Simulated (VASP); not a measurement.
# Al3Cu (P4mm) in VASP: a series of runs

The runs below take Al3Cu through single point, with r2SCAN.

All numbers are computed with VASP 6.6.1; they aren't measurements. Logs are shortened: lines on timing, memory, paths and dates and some standing lists are left out, and cuts for length are marked.

## Step 1: The cell of the first run

Symmetry: P4mm, No. 99, tetragonal system. Conventional cell: a = 2.774 Å, b = 2.774 Å, c = 7.592 Å, α = 90.00°, β = 90.00°, γ = 90.00°. Within 3.7 Å of Al (site symmetry 4mm) lie 12 Al at 2.77 to 2.88 Å and 1 Cu at 3.60 Å. Al (site symmetry 4mm) has 4 Cu at 2.72 Å and 9 Al at 2.77 to 3.38 Å within 3.6 Å. Within 3.3 Å of Al (site symmetry 4mm) lie 4 Cu at 2.46 Å and 8 Al at 2.77 to 2.88 Å. Within 3.3 Å of Cu (site symmetry 4mm) lie 8 Al at 2.46 to 2.72 Å and 4 Cu at 2.77 Å.

## Step 2: Single point, r2SCAN (atom 4 (Cu) moved -0.200 Å along Cartesian [0 0 1])

File POSCAR:

```
Al3Cu
1.0
    2.7737808638      0.0000000000      0.0000000000
    0.0000000000      2.7737808638      0.0000000000
    0.0000000000      0.0000000000      7.5918631133
Al Cu
3 1
Direct
    0.0000000000      0.0000000000      0.5000000000
    0.5000000000      0.5000000000      0.2226430006
    0.5000000000      0.5000000000      0.7773569994
    0.0000000000      0.0000000000     -0.0263439945
```

File INCAR.step1:

```
PREC = Accurate
ENCUT = 520
ISMEAR = 0
SIGMA = 0.15
LREAL = False
LASPH = True
NELM = 80
NBANDS = 18
GGA = PE
ALGO = Normal
EDIFF = 1E-4
LWAVE = True
LCHARG = False
```

File INCAR.step2:

```
PREC = Accurate
ENCUT = 520
EDIFF = 1E-6
ISMEAR = 0
SIGMA = 0.15
LREAL = False
LASPH = True
NELM = 80
ALGO = Normal
ISIF = 2
LWAVE = False
LCHARG = False
METAGGA = R2SCAN
LMIXTAU = True
NBANDS = 18
ISTART = 1
```

File KPOINTS:

```
regular mesh
0
Gamma
  18 18 6
```

Potentials or basis: VASP PAW PBE potentials, release 64 (Al, Cu).

Command:

```
$ cat potpaw_PBE.64/Al/POTCAR potpaw_PBE.64/Cu/POTCAR > POTCAR
$ cp INCAR.step1 INCAR
$ mpirun -np 1 vasp_std > vasp.out
$ cp INCAR.step2 INCAR
$ mpirun -np 1 vasp_std > vasp.out
```

OUTCAR:

```text
PREC = Accurate
   ENCUT = 520
   EDIFF = 1E-6
   ISMEAR = 0
   LREAL = False
   LASPH = True
   NELM = 80
   ISIF = 2
   METAGGA = R2SCAN
   ISTART = 1

 ion  position               nearest neighbor table
   1  0.000  0.000  0.500-   2 2.88   3 2.88   2 2.88   3 2.88   2 2.88   3 2.88   2 2.88   3 2.88

   2  0.500  0.500  0.223-   4 2.72   4 2.72   4 2.72   4 2.72   1 2.88   1 2.88   1 2.88   1 2.88

   3  0.500  0.500  0.777-   4 2.46   4 2.46   4 2.46   4 2.46   1 2.88   1 2.88   1 2.88   1 2.88

   4  0.000  0.000  0.974-   3 2.46   3 2.46   3 2.46   3 2.46   2 2.72   2 2.72   2 2.72   2 2.72

  LATTYP: Found a simple tetragonal cell.
 ALAT       =     2.7737808638
 C/A-ratio  =     2.7370089730

  Lattice vectors:

 A1 = (   2.7737808638,   0.0000000000,   0.0000000000)
 A2 = (   0.0000000000,   2.7737808638,   0.0000000000)
 A3 = (   0.0000000000,   0.0000000000,   7.5918631133)

Analysis of symmetry for initial positions (statically):
=====================================================================
 Subroutine PRICEL returns:
 Original cell was already a primitive cell.

 Routine SETGRP: Setting up the symmetry group for a
 simple tetragonal supercell.

 Subroutine GETGRP returns: Found  8 space group operations
 (whereof  8 operations were pure point group operations)
 out of a pool of 16 trial point group operations.

The static configuration has the point symmetry C_4v.

Analysis of symmetry for dynamics (positions and initial velocities):
=====================================================================
 Subroutine PRICEL returns:
 Original cell was already a primitive cell.

 Routine SETGRP: Setting up the symmetry group for a
 simple tetragonal supercell.

 Subroutine GETGRP returns: Found  8 space group operations
 (whereof  8 operations were pure point group operations)
 out of a pool of 16 trial point group operations.

The dynamic configuration has the point symmetry C_4v.

 Subroutine INISYM returns: Found  8 space group operations
 (whereof  8 operations are pure point group operations),
 and found     1 'primitive' translations

----------------------------------------------------------------------------------------

                                     Primitive cell

  volume of cell :      58.4107

[... 85 lines left out ...]
   ICHARG =      0    charge: 1-file 2-atom 10-const
   ISPIN  =      1    spin polarized calculation?
   LNONCOLLINEAR =      F non collinear calculations
   LSORBIT =      F    spin-orbit coupling
   LASPH  =      T    aspherical Exc in radial PAW
   ENCUT  =  520.0 eV  38.22 Ry    6.18 a.u.   5.16  5.16 14.12*2*pi/ulx,y,z
   NELM   =     80;   NELMIN=  2; NELMDL=  0     # of ELM steps
   EDIFF  = 0.1E-05   stopping-criterion for ELM
   LREAL  =      F    real-space projection
   EDIFFG = 0.1E-04   stopping-criterion for IOM
   NSW    =      0    number of steps for IOM
   IBRION =     -1    ionic relax: 0-MD 1-quasi-New 2-CG
   NFREE  =      0    steps in history (QN), initial steepest desc. (CG)
   ISIF   =      2    stress and relaxation
   ISYM   =      2    0-nonsym 1-usesym 2-fastsym
   POTIM  = 0.5000    time-step for ionic-motion
   TEBEG  =    0.0;   TEEND  =   0.0 temperature during run
   PSTRESS=    0.0 pullay stress
   NELECT =      20.0000    total number of electrons
   NUPDOWN=      -1.0000    fix difference up-down
   EMIN   =  10.00;   EMAX   =-10.00  energy-range for DOS
   EFERMI =   0.00;   METHOD = LEGACY
   ISMEAR =     0;   SIGMA  =   0.15  broadening in eV -4-tet -1-fermi 0-gaus
   EFERMI_NEDOS =   21; number of points for ismear=-14 and -15
   IALGO  =     38    algorithm
   IMIX   =      4    mixing-type and parameters
     AMIX     =   0.40;   BMIX     =  1.00
     AMIX_MAG =   1.60;   BMIX_MAG =  1.00
  volume/ion in A,a.u.               =      14.60        98.54
  Fermi-wavevector in a.u.,A,eV,Ry     =   1.145304  2.164310 17.847037  1.311720
  Thomas-Fermi vector in A             =   2.281992
   LORBIT       =      0    0 simple, 1 ext, 2 COOP (PROOUT), +10 PAW based schemes
   METAGGA = R2SCAN    functional components
   LHFCALC =     F    Hartree Fock is set to
   AEXX    =    0.0000 exact exchange contribution
   IVDW    =     0    specifies the selected vdW correction
   LEPSILON=     F    determine dielectric tensor
   LRPA    =     F    only Hartree local field effects (RPA)
 non-spin polarized calculation
 Gauss-broadening in eV      SIGMA  =   0.15
  energy-cutoff  :      520.00
  volume of cell :       58.41
 maximum number of plane-waves:      1605
 NGX is ok and might be reduce to    24
   NGX = 11   NGY = 11   NGZ = 29

 number of electron      20.0000006 magnetization

 Free energy of the ion-electron system (eV)
  ---------------------------------------------------
  ext. energy  EPLUGINS =         0.00000000
  ---------------------------------------------------
  free energy    TOTEN  =       -31.30200442 eV

  energy without entropy =      -31.28845946  energy(sigma->0) =      -31.29523194

 E-fermi :   8.5085     XC(G=0): -11.6887

 val. band max:        8.4984373613   @ k =   0.3889   0.3889   0.1667
 cond. band min:       8.5091437836   @ k =   0.4444   0.3889   0.0000
 fundamental gap:      0.0107064222
 Fermi energy:         8.5084774449

 k-point     1 :       0.0000    0.0000    0.0000
  band No.  band energies     occupation
      1      -3.4314      2.00000
      2      -0.9457      2.00000
      3      -0.4281      2.00000
      4       3.7019      2.00000
      5       3.7908      2.00000
      6       4.6629      2.00000
[... 481 lines left out ...]
      5       4.1129      2.00000
      6       4.1922      2.00000
[... 10 lines left out ...]
     17      17.0198      0.00000
     18      18.3698      0.00000

 [... further k-points ...]
[... 5 lines left out ...]
  --------------------------------------------------------------------------------------
  -------------------------------------------------------------------------------------
  Total        0.4352244      0.4352244      0.1696758      0.0000000      0.0000000      0.0000000
  in kB       11.9379875     11.9379875      4.6541223      0.0000000      0.0000000      0.0000000
  external PRESSURE =       9.5100324 kB  Pullay stress =       0.0000000 kB

 VOLUME and BASIS-vectors are now :
 -----------------------------------------------------------------------------
  energy-cutoff  :      520.00
  volume of cell :       58.41
      direct lattice vectors                 reciprocal lattice vectors
     2.773780864  0.000000000  0.000000000     0.360518746  0.000000000  0.000000000
     0.000000000  2.773780864  0.000000000     0.000000000  0.360518746  0.000000000
     0.000000000  0.000000000  7.591863113     0.000000000  0.000000000  0.131719972

 POSITION                                       TOTAL-FORCE (eV/Angst)
 -----------------------------------------------------------------------------------
      0.00000      0.00000      3.79593        -0.000000     -0.000000     -0.100000
      1.38689      1.38689      1.69028        -0.000000      0.000000     -0.384883
      1.38689      1.38689      5.90159        -0.000000      0.000000     -0.787516
      0.00000      0.00000      7.39186         0.000000     -0.000000      1.272399
 -----------------------------------------------------------------------------------
    total drift:                                0.000000      0.000000     -0.000465

  FREE ENERGIE OF THE ION-ELECTRON SYSTEM (eV)
  ---------------------------------------------------
  free  energy   TOTEN  =       -31.3020044167 eV

  energy  without entropy=      -31.2884594573  energy(sigma->0) =      -31.29523194
```

OUTCAR.step1:

```text
PREC = Accurate
   ENCUT = 520
   ISMEAR = 0
   LREAL = False
   LASPH = True
[... 736 lines left out ...]
      0.00000      0.00000      3.79593         0.000000     -0.000000     -0.091788
      1.38689      1.38689      1.69028         0.000000      0.000000     -0.322278
      1.38689      1.38689      5.90159         0.000000     -0.000000     -0.855169
      0.00000      0.00000      7.39186        -0.000000     -0.000000      1.269235
 -----------------------------------------------------------------------------------
    total drift:                                0.000000      0.000000     -0.003136

  FREE ENERGIE OF THE ION-ELECTRON SYSTEM (eV)
  ---------------------------------------------------
  free  energy   TOTEN  =       -15.1996487966 eV

  energy  without entropy=      -15.1850690511  energy(sigma->0) =      -15.19235892
```

OSZICAR.step1:

```text
N       E                     dE             d eps       ncg     rms          rms(c)
DAV:   1     0.728855849896E+02    0.72886E+02   -0.78645E+03  7932   0.118E+03
DAV:   2    -0.135046257141E+02   -0.86390E+02   -0.79952E+02  8134   0.213E+02
DAV:   3    -0.178331233197E+02   -0.43285E+01   -0.41825E+01 10876   0.531E+01
DAV:   4    -0.179303014279E+02   -0.97178E-01   -0.96829E-01 11406   0.657E+00
DAV:   5    -0.179325835100E+02   -0.22821E-02   -0.22818E-02 11526   0.985E-01    0.171E+01
DAV:   6    -0.235716902949E+02   -0.56391E+01   -0.10061E+02 10070   0.272E+02    0.154E+01
DAV:   7    -0.158370781348E+02    0.77346E+01   -0.21283E+01 11032   0.866E+01    0.512E+00
DAV:   8    -0.152086055974E+02    0.62847E+00   -0.36472E+00 11524   0.536E+01    0.128E+00
DAV:   9    -0.152115356976E+02   -0.29301E-02   -0.20956E-01  9464   0.327E+00    0.805E-01
DAV:  10    -0.151995794341E+02    0.11956E-01   -0.49599E-02 10894   0.622E+00    0.154E-01
DAV:  11    -0.152003420712E+02   -0.76264E-03   -0.38893E-03 11702   0.153E+00    0.192E-01
DAV:  12    -0.151996526257E+02    0.68945E-03   -0.16825E-03 10918   0.122E+00    0.497E-02
DAV:  13    -0.151996487966E+02    0.38290E-05   -0.90262E-05  5116   0.800E-02
   1 F= -.15199649E+02 E0= -.15192359E+02  d E =-.145797E-01
```

It took 14 min on 1 thread of Intel Xeon Platinum 8259CL at 2.50GHz (Skylake/Cascade Lake), shared host; peak memory 0.33 GiB.

Results:

| Quantity | Value |
| --- | --- |
| Free energy | -31.3020 eV |
| Pressure | 1.0 GPa |
| Largest force | 1.272 eV/Å |
| Band gap on the k mesh | zero (band 10 reaches 12.97 eV, above the bottom of band 11 at 6.52 eV) |

Forces on the atoms (eV/Å):
```
Al   0.000  0.000 -0.100
Al   0.000  0.000 -0.385
Al   0.000  0.000 -0.788
Cu   0.000  0.000  1.272
```

Stress tensor (GPa, compression positive):
```
1.19 0.00 0.00
0.00 1.19 0.00
0.00 0.00 0.47
```

Levels at points of the mesh, in eV from the Fermi level:
```
           k point  band 7  band 8  band 9  band 10  band 11  band 12  band 13  band 14
(0.00, 0.00, 0.00)   -3.85   -3.47   -1.92     0.51     6.66     7.14     7.14     8.31
(0.50, 0.00, 0.00)   -3.97   -3.83   -3.74    -2.48    -1.99     2.84     3.77     4.57
(0.50, 0.50, 0.00)   -2.70   -0.49   -0.37     0.05     0.05     0.55     0.55     0.67
(0.00, 0.00, 0.50)   -3.85   -3.75   -3.47     4.34     5.81     6.66     7.65     7.65
(0.50, 0.00, 0.50)   -3.97   -3.74   -2.84    -1.12    -1.00     0.07     0.88     8.98
(0.50, 0.50, 0.50)   -1.95   -1.80   -1.80    -0.52    -0.52     0.60     1.94     3.26
```

Caveat: the cell differs from its parent crystal (atom 4 (Cu) moved -0.200 Å along Cartesian [0 0 1]); the PAW data sets were made with another functional, which shifts forces and pressure a little.

[end of part 1 of 2]
